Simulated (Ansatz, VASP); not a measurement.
**Sr: VASP beside Ansatz**

```
Sr
1.0
    -1.89032    1.89032    1.89032
     1.89032   -1.89032    1.89032
     1.89032    1.89032   -1.89032
Sr
1
Direct
  0.00000 0.00000 0.00000
```

Change from the starting cell: volume scaled by 0.5, LAPW.

Alike in both runs: task single point; functional PBE; k mesh 11 × 11 × 11; occupations fermi-dirac, width 0.05 eV; no spin polarisation.

|  | VASP | Ansatz |
| --- | --- | --- |
| version | VASP 6.6.1 | Ansatz 0.2.0 |
| potentials or method | VASP PAW PBE potentials, release 64 (Sr_sv), cutoff 520 eV | all-electron LAPW, scalar-relativistic |

Ansatz gave:

| Property | Result |
| --- | --- |
| pressure (GPa) | 23.8 |

**Question.** What did VASP give for the same quantities?

**Answer.** Pressure (GPa): 24.1.

Ansatz ran all-electron here, and VASP with PAW potentials.
